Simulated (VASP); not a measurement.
Write the native input for VASP 6.6.1 that does the following.

| Property | Result |
| --- | --- |
| Task | single point |
| Functional | PBE |
| Potentials or basis | VASP PAW PBE potentials, release 64 (Mg) |
| Cutoff | 520 eV |
| k mesh | 9 × 9 × 9 |
| Occupations | fermi-dirac, width 0.1 eV |
| Spin | no spin polarisation |
| Dipole correction | no |
| Further INCAR settings | ALGO = Normal; EDIFF = 1e-06; NBANDS = 9 |

The structure of Mg lies in POSCAR:

```
Mg
1.0
    0.0000000000      3.5210257313      3.5210257313
    3.5210257313      0.0000000000      3.5210257313
    3.5210257313      3.5210257313      0.0000000000
Mg
2
Direct
    0.1250000000      0.1250000000      0.1250000000
    0.8750000000      0.8750000000      0.8750000000
```

This cell differs from its parent crystal: volume scaled by 1.08.

One way to write it, as run:

INCAR

```
PREC     = Accurate       # precision mode
ENCUT    = 520            # plane-wave cutoff, eV
EDIFF    = 1E-6           # SCF threshold, eV
ISMEAR   = -1             # smearing method
SIGMA    = 0.1            # smearing width, eV
LREAL    = F              # projectors in reciprocal space
LASPH    = T              # aspherical terms in the spheres
NELM     = 60             # most SCF steps
ALGO     = Normal         # electronic algorithm
ISIF     = 2              # what is computed and relaxed
LWAVE    = F              # write WAVECAR
LCHARG   = T              # write CHGCAR
GGA      = PE             # functional
LELF     = T              # ELF
LVHAR    = T            
NBANDS   = 9              # bands
```

KPOINTS

```
Automatic mesh
0
Gamma
  9 9 9
```

Potentials or basis: VASP PAW PBE potentials, release 64 (Mg).

The run is started by

```console
$ cat potpaw_PBE.64/Mg/POTCAR > POTCAR
$ mpirun -np 1 vasp_std > vasp.out
```

Results of the run:

```
Pressure               : -0.7 GPa
Band gap on the k mesh : zero (band 2 reaches 2.87 eV, above the bottom of band 3 at -0.50 eV)
```

Wall time 16 s on 1 thread of AMD EPYC 9R45 96-Core Processor (Zen 5) (shared host), peak memory 0.2 GiB.
